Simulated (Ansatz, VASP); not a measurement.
**One calculation of VN, two programs**

```xyz
2
Lattice="0.0000 2.0213 2.0213 2.0213 0.0000 2.0213 2.0213 2.0213 0.0000" Properties=species:S:1:pos:R:3 pbc="T T T"
V     0.0000    0.0000    0.0000
N     2.0213    2.0213    2.0213
```

Alike in both runs: functional LDA; k mesh 18 × 18 × 18; occupations gaussian, width 0.1 eV; no spin polarisation.

Ansatz relaxed the structure, and its values are those at the end. VASP's run is a single point on that final structure, the one shown.

|  | VASP | Ansatz |
| --- | --- | --- |
| version | VASP 6.6.1 | Ansatz 0.2.0 |
| potentials or method | VASP PAW LDA potentials, release 64 (V_sv, N), cutoff 600 eV | scalar-relativistic, plane waves, PAW |
| valence electrons in the cell | 18 | 18 |

|  | VASP | Ansatz | Ansatz less VASP |
| --- | --- | --- | --- |
| gap on the k mesh at the Fermi level (eV) | none | none | - |
| pressure (GPa) | 1.1 | 0.0 | -1.07 |

Ansatz warns that its potentials were made for another functional, while VASP's fit it. LDA's correlation is that of Perdew and Zunger in VASP and of Perdew and Wang (1992) in Ansatz. A gap of «none» marks a metal or a gap that the smearing closes.
